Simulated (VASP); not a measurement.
Set up this calculation in VASP 6.6.1, as the native input.

* Task: single point
* Functional: PBE
* Potentials or basis: VASP PAW PBE potentials, release 64 (B, N)
* Cutoff: 520 eV
* k mesh: 12 × 12 × 6
* Occupations: gaussian, width 0.02 eV
* Spin: no spin polarisation
* Dipole correction: no
* Further INCAR settings: ALGO = Normal; EDIFF = 1e-06; NBANDS = 16

The structure of BN lies in POSCAR:

```
BN
1.0
    2.4092000000      0.0000000000      0.0000000000
   -1.2046000000      2.0864280000      0.0000000000
    0.0000000000      0.0000000000      4.6526315789
B N
2 2
Direct
    0.6666666667      0.3333333333      0.0000000000
    0.3333333333      0.6666666667      0.5000000000
    0.6666666667      0.3333333333      0.3750000000
    0.3333333333      0.6666666667      0.8750000000
```

The input as run:

INCAR

```
SYSTEM = BN
ALGO = Normal
EDIFF = 1E-6
ENCUT = 520
GGA = PE
ISIF = 2
ISMEAR = 0
LASPH = .True.
LCHARG = .False.
LREAL = .False.
LWAVE = .False.
NBANDS = 16
NELM = 60
PREC = Accurate
SIGMA = 0.02
```

KPOINTS

```
k-points
0
Gamma
  12 12 6
  0 0 0
```

Potentials or basis: VASP PAW PBE potentials, release 64 (B, N).

Run with:

```sh
$ cat potpaw_PBE.64/B/POTCAR potpaw_PBE.64/N/POTCAR > POTCAR
$ mpirun -np 1 vasp_std > vasp.out
```

Results of the run:

```json
{"Pressure": "19.5 GPa", "Largest force": "0.680 eV/Å", "Band gap on the k mesh": "3.60 eV, direct"}
```

Run time: 22 s on 1 thread of Intel(R) Xeon(R) Platinum 8259CL CPU @ 2.50GHz (Skylake/Cascade Lake) (shared host), peak memory 0.14 GiB.
